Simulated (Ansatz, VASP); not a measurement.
## NaI in VASP and in Ansatz

```
Na I
1.0
    -2.21451    2.21451    8.36377
     2.21451   -2.21451    8.36377
     2.21451    2.21451   -8.36377
Na I
2 2
Direct
  0.25000 0.75000 0.50000
  0.50000 0.50000 0.00000
  0.75000 0.25000 0.50000
  0.00000 0.00000 0.00000
```

Alike in both runs: task single point; functional PBE; dispersion D3(BJ); k mesh 8 × 8 × 8; occupations gaussian, width 0.05 eV; no spin polarisation.

```csv
,VASP,Ansatz
version,VASP 6.6.1,Ansatz 0.2.0
potentials or method,"VASP PAW PBE potentials, release 64 (Na_pv, I), cutoff 520 eV","scalar-relativistic, plane waves, PAW"
valence electrons in the cell,28,52
```

```csv
,VASP,Ansatz,Ansatz less VASP
gap on the k mesh at the Fermi level (eV),3.08,3.08,0.000
least direct gap on the mesh (eV),3.13,3.13,0.000
pressure (GPa),-0.8,-0.8,-0.02
"traceless stress, the component that is largest in VASP (GPa)",-0.09,-0.08,+0.007
```

VASP's potentials hold 28 valence electrons a cell and Ansatz's 52, so a difference there can come from the potentials and not from the codes.

Spin-orbit coupling is off throughout.
